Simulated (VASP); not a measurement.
Input of a VASP 6.6.1 run:

INCAR

```
PREC = Accurate
ENCUT = 600
EDIFF = 1E-6
ISMEAR = 0
SIGMA = 0.1
LREAL = F
LASPH = T
NELM = 100
ALGO = Fast
ISIF = 3
LWAVE = F
LCHARG = F
IBRION = 2
NSW = 70
EDIFFG = -0.005
LUSENCCL = F
```

Contents of KPOINTS:

```
Automatic mesh
0
Gamma
  12 12 8
```

The input POSCAR:

```
SnAu
1.0
    4.4142098582      0.0000000000      0.0000000000
   -2.2071049291      3.8228178748      0.0000000000
    0.0000000000      0.0000000000      5.6698097439
Sn Au
2 2
Direct
    0.3333333333      0.6666666667      0.2500000000
    0.6666666667      0.3333333333      0.7500000000
    0.0000000000      0.0000000000      0.0000000000
    0.0000000000      0.0000000000      0.5000000000
```

Potentials or basis: VASP PAW LDA potentials, release 64 (Sn_d, Au).

Run with:

```sh
$ cat potpaw_LDA.64/Sn_d/POTCAR potpaw_LDA.64/Au/POTCAR > POTCAR
$ mpirun -np 1 vasp_std > vasp.out
```

(1) Estimate the space group after relaxing (to 0.1 Å).

(2) Estimate the band gap on the k mesh.

## Answers

(1) P6_3/mmc (No. 194).

(2) zero (bands 25 and 26 overlap by 4.91 eV).

Caveat: spin-orbit coupling is left out, which moves the levels of the heavy elements.
